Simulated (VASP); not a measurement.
**BN: electric field gradients with PBEsol**

Crystal: BN.

```
B N
1.0
     2.48719    0.00000    0.00000
    -1.24359    2.15397    0.00000
     0.00000    0.00000    6.61649
B N
2 2
Direct
  0.33333 0.66667 0.25000
  0.66667 0.33333 0.75000
  0.33333 0.66667 0.75000
  0.66667 0.33333 0.25000
```

This cell differs from its parent crystal: volume scaled by 0.98.

```
Program                : VASP 6.6.1
Task                   : electric field gradients
Functional             : PBEsol
Potentials or basis    : VASP PAW PBE potentials, release 64 (B, N)
Cutoff                 : 520 eV
k mesh                 : 11 × 11 × 4
Occupations            : fermi-dirac, width 0.02 eV
Spin                   : no spin polarisation
Dipole correction      : no
Further INCAR settings : ALGO = Normal; EDIFF = 1e-08; NBANDS = 16
```

```json
{
 "Pressure": "5.8 GPa",
 "Band gap on the k mesh": "4.25 eV, indirect (least direct gap 4.64 eV)"
}
```

Stress tensor (GPa, compression positive):
```
8.33 0.00 0.00
0.00 8.33 0.00
0.00 0.00 0.88
```

Levels at points of the mesh, in eV from the valence-band top:
```
           k point  band 4  band 5  band 6  band 7  band 8  band 9  band 10  band 11  band 12  band 13
(0.00, 0.00, 0.00)   -4.24   -1.31   -1.31   -1.27   -1.27    5.04    10.26    11.64    11.64    11.77
(0.00, 0.00, 0.50)   -5.47   -1.29   -1.29   -1.29   -1.29    7.49     7.49    11.71    11.71    11.71
```

Electric field gradients, principal values (V/Å²):
```
atom    least   middle  greatest (by size)
 1 B  -17.571  -17.572              35.143
 2 B  -17.571  -17.572              35.143
 3 N   -3.123   -3.126               6.249
 4 N   -3.123   -3.126               6.249
```

It took 22 s on 1 thread of Intel(R) Xeon(R) Platinum 8259CL CPU @ 2.50GHz (Skylake/Cascade Lake) (shared host), peak memory 0.14 GiB.

Caveat: without QUAD_EFG the Cq values of the log hold for a quadrupole moment of 1 mb, not for the nuclei; the PAW data sets were made with another functional, which shifts forces and pressure a little; this functional lacks dispersion, which binds the layers, so the pressure and a relaxed spacing across them are unreliable. A k mesh can miss the band edges.
